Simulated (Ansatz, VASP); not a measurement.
## ScGa3 in VASP and in Ansatz

The input INCAR:

```
PREC = Accurate
ENCUT = 520
EDIFF = 1E-8
ISMEAR = -1
SIGMA = 0.05
LREAL = F
LASPH = T
NELM = 60
ALGO = Normal
ISIF = 2
LWAVE = F
LCHARG = F
GGA = CA
LEFG = T
NBANDS = 33
```

KPOINTS

```
Automatic mesh
0
Gamma
  9 9 9
```

The input POSCAR:

```
ScGa3
1.0
    4.0950000000      0.0000000000      0.0000000000
    0.0000000000      4.0950000000      0.0000000000
    0.0000000000      0.0000000000      4.0950000000
Sc Ga
1 3
Direct
    0.0000000000      0.0000000000      0.0000000000
    0.0000000000      0.5000000000      0.5000000000
    0.5000000000      0.0000000000      0.5000000000
    0.5000000000      0.5000000000      0.0000000000
```

Input for Ansatz:

```yaml
crystal:
  lattice:
    - [4.095, 0.0, 0.0]
    - [0.0, 4.095, 0.0]
    - [0.0, 0.0, 4.095]
  atoms:
    - { symbol: Sc, position: [0.0, 0.0, 0.0] }
    - { symbol: Ga, position: [0.0, 0.5, 0.5] }
    - { symbol: Ga, position: [0.5, 0.0, 0.5] }
    - { symbol: Ga, position: [0.5, 0.5, 0.0] }
kpoints:
  mp_grid: { grid: [9, 9, 9] }
  band_path:
    path:
      - [0.0, 0.0, 0.0]
      - [0.0, 0.5, 0.0]
      - [0.5, 0.5, 0.0]
      - [0.0, 0.0, 0.0]
      - [0.5, 0.5, 0.5]
      - [0.0, 0.5, 0.0]
      - [0.5, 0.5, 0.5]
      - [0.5, 0.5, 0.0]
    npoints: 8
scf:
  occupations: { method: fermi_dirac, width: 0.05 }
hamiltonian:
  xc: lda
  pseudopotentials: { kind: all_electron, datasets: crystal }
output:
  forces: true
  stress: true
  eigenvalues: true
  efg: { contact_densities: true }
```

Alike in both runs: task electric field gradients; functional LDA; k mesh 9 × 9 × 9; occupations fermi-dirac, width 0.05 eV; no spin polarisation.

```csv
,VASP,Ansatz
version,VASP 6.6.1,Ansatz 0.2.0
potentials or method,"VASP PAW LDA potentials, release 64 (Sc_sv, Ga_d), cutoff 520 eV","all-electron PAW with datasets made for the crystal, scalar-relativistic"
```

|  | VASP | Ansatz | Ansatz less VASP |
| --- | --- | --- | --- |
| pressure (GPa) | -5.3 | -5.4 | -0.19 |
| size of Vzz on the site where it differs most (V/Å²) | 62.9 | 65.4 | +2.50 |

LDA's correlation is that of Perdew and Zunger in VASP and of Perdew and Wang (1992) in Ansatz. Ansatz ran all-electron here, and VASP with PAW potentials.
